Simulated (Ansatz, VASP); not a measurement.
**One calculation of Cd3SeS2, two programs**

INCAR

```
PREC     = Accurate       # precision mode
ENCUT    = 520            # plane-wave cutoff, eV
EDIFF    = 1E-7           # SCF threshold, eV
ISMEAR   = 0              # smearing method
SIGMA    = 0.1            # smearing width, eV
LREAL    = False          # projectors in reciprocal space
LASPH    = True           # aspherical terms in the spheres
NELM     = 80             # most SCF steps
ALGO     = Normal         # electronic algorithm
ISIF     = 2              # what is computed and relaxed
LWAVE    = False          # write WAVECAR
LCHARG   = False          # write CHGCAR
GGA      = PE             # functional
NBANDS   = 66             # bands
```

The input KPOINTS:

```
regular mesh
0
Gamma
  6 6 1
```

POSCAR

```
Cd3SeS2
1.0
    4.2570224000      0.0000000000      0.0000000000
   -2.1285112000      3.6866896000      0.0000000000
    0.0000000000      0.0000000000     20.8231224000
Cd Se S
6 2 4
Direct
    0.6666667000      0.3333333000      0.9997850000
    0.6666667000      0.3333333000      0.3380020000
    0.6666667000      0.3333333000      0.6617890000
    0.3333333000      0.6666667000      0.1617890000
    0.3333333000      0.6666667000      0.4997850000
    0.3333333000      0.6666667000      0.8380020000
    0.6666667000      0.3333333000      0.7907640000
    0.3333333000      0.6666667000      0.2907640000
    0.6666667000      0.3333333000      0.1233560000
    0.6666667000      0.3333333000      0.4613040000
    0.3333333000      0.6666667000      0.6233560000
    0.3333333000      0.6666667000      0.9613040000
```

Input for Ansatz:

```yaml
crystal:
  lattice:
    - [4.2570224, 0.0, 0.0]
    - [-2.1285112, 3.6866896, 0.0]
    - [0.0, 0.0, 20.8231224]
  atoms:
    - { symbol: Cd, position: [0.6666667, 0.3333333, 0.999785] }
    - { symbol: Cd, position: [0.6666667, 0.3333333, 0.338002] }
    - { symbol: Cd, position: [0.6666667, 0.3333333, 0.661789] }
    - { symbol: Cd, position: [0.3333333, 0.6666667, 0.161789] }
    - { symbol: Cd, position: [0.3333333, 0.6666667, 0.499785] }
    - { symbol: Cd, position: [0.3333333, 0.6666667, 0.838002] }
    - { symbol: Se, position: [0.6666667, 0.3333333, 0.790764] }
    - { symbol: Se, position: [0.3333333, 0.6666667, 0.290764] }
    - { symbol: S, position: [0.6666667, 0.3333333, 0.123356] }
    - { symbol: S, position: [0.6666667, 0.3333333, 0.461304] }
    - { symbol: S, position: [0.3333333, 0.6666667, 0.623356] }
    - { symbol: S, position: [0.3333333, 0.6666667, 0.961304] }
basis:
  ecutwfc: 420
kpoints:
  mp_grid: { grid: [6, 6, 1] }
hamiltonian:
  xc: pbe
scf:
  occupations: { method: gaussian, width: 0.1 }
  lower_state_search: "off"
output:
  forces: true
  stress: true
  eigenvalues: true
```

Alike in both runs: task single point; functional PBE; k mesh 6 × 6 × 1; occupations gaussian, width 0.1 eV; no spin polarisation.

```csv
,VASP,Ansatz
version,VASP 6.6.1,Ansatz 0.2.0
potentials or method,"VASP PAW PBE potentials, release 64 (Cd, Se, S), cutoff 520 eV","scalar-relativistic, plane waves, PAW"
valence electrons in the cell,108,176
```

```tsv
	VASP	Ansatz	Ansatz less VASP
gap on the k mesh at the Fermi level (eV)	0.73	0.73	+0.002
least direct gap on the mesh (eV)	0.73	0.73	+0.002
pressure (GPa)	0.3	0.0	-0.28
```

The functional is the same, so the differences come from potentials, cutoffs and numerics. VASP's potentials hold 108 valence electrons a cell and Ansatz's 176, so a difference there can come from the potentials and not from the codes.
